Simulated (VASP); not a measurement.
Here is a VASP 6.6.1 calculation.

The input INCAR:

```
SYSTEM = Ga2O3
ALGO = Normal ; EDIFF = 1E-6
ENCUT = 1340 ; GGA = PE
GGA_COMPAT = .False. ; ISIF = 2
ISMEAR = 0 ; IVDW = 12
LASPH = .True. ; LCHARG = .False.
LREAL = .False. ; LWAVE = .False.
NBANDS = 30 ; NELM = 120
PREC = Accurate ; SIGMA = 0.1
```

Contents of KPOINTS:

```
k-points
0
Gamma
  6 6 4
  0 0 0
```

Contents of POSCAR:

```
Ga2O3
1.0
    2.9125689300      0.0000000000      0.0000000000
   -1.4562844600      2.5223586800      0.0000000000
    0.0000000000      0.0000000000      7.1674043400
Ga O
2 3
Direct
    0.3333333300      0.6666666700      0.8326200800
    0.6666666700      0.3333333300      0.1673799200
    0.6666666700      0.3333333300      0.6652401500
    0.0000000000      0.0000000000      0.0000000000
    0.3333333300      0.6666666700      0.3347598500
```

Potentials or basis: VASP PAW PBE potentials, release 64 (Ga_d, O_h).

Launch:

```console
$ cat potpaw_PBE.64/Ga_d/POTCAR potpaw_PBE.64/O_h/POTCAR > POTCAR
$ mpirun -np 1 vasp_std > vasp.out
```

(1) Predict the largest force.

(2) Estimate the band gap on the k mesh.

(3) What does it give for the dispersion energy per atom?

Results:

(1) 8.342 eV/Å.

(2) 0.21 eV.

(3) -0.198 eV.

Caveat: semilocal functionals underestimate gaps, and a narrow one can read as zero; forces of over 1 eV/Å act on the atoms, so gaps and moduli don't describe the material at rest.
